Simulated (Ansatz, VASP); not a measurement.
**One calculation of Nb, two programs**

File INCAR:

```
SYSTEM = Nb
PREC     = Accurate       ! precision mode
ENCUT    = 520            ! plane-wave cutoff, eV
EDIFF    = 1E-6           ! SCF threshold, eV
ISMEAR   = -1             ! smearing method
SIGMA    = 0.08           ! smearing width, eV
LREAL    = .False.        ! projectors in reciprocal space
LASPH    = .True.         ! aspherical terms in the spheres
NELM     = 60             ! most SCF steps
ALGO     = Normal         ! electronic algorithm
ISIF     = 2              ! what is computed and relaxed
LWAVE    = .False.        ! write WAVECAR
LCHARG   = .False.        ! write CHGCAR
GGA      = PE             ! functional
NBANDS   = 20             ! bands
```

KPOINTS

```
regular mesh
0
Gamma
  13 13 13
  0 0 0
```

File POSCAR:

```
Nb
1.0
    0.0000000000      2.6240929141      2.6240929141
    2.6240929141      0.0000000000      2.6240929141
    2.6240929141      2.6240929141      0.0000000000
Nb
2
Direct
   -0.1250000000     -0.1250000000     -0.1250000000
    0.1250000000      0.1250000000      0.1250000000
```

Input for Ansatz:

```yaml
crystal:
  lattice:
    - [0.0, 2.6240929141, 2.6240929141]
    - [2.6240929141, 0.0, 2.6240929141]
    - [2.6240929141, 2.6240929141, 0.0]
  atoms:
    - { symbol: Nb, position: [-0.125, -0.125, -0.125] }
    - { symbol: Nb, position: [0.125, 0.125, 0.125] }
kpoints:
  mp_grid: { grid: [13, 13, 13] }
scf:
  occupations: { method: fermi_dirac, width: 0.08 }
hamiltonian:
  xc: pbe
  pseudopotentials: { kind: all_electron, lapw: { basis_error: 0.001 } }
output:
  forces: true
  stress: true
  eigenvalues: true
  populations: true
```

Change from the starting cell: volume scaled by 0.7, LAPW.

Alike in both runs: task single point; functional PBE; k mesh 13 × 13 × 13; occupations fermi-dirac, width 0.08 eV; no spin polarisation.

|  | VASP | Ansatz |
| --- | --- | --- |
| version | VASP 6.6.1 | Ansatz 0.2.0 |
| potentials or method | VASP PAW PBE potentials, release 64 (Nb_sv), cutoff 520 eV | all-electron LAPW, scalar-relativistic |

Ansatz gave:

```
pressure (GPa) : 48.9
```

Problem. What did VASP give for the same quantities?

Solution. Pressure (GPa): 49.0.

Both programs put the cell under a high pressure, so it lies far from rest at this level. Ansatz ran all-electron here, and VASP with PAW potentials.
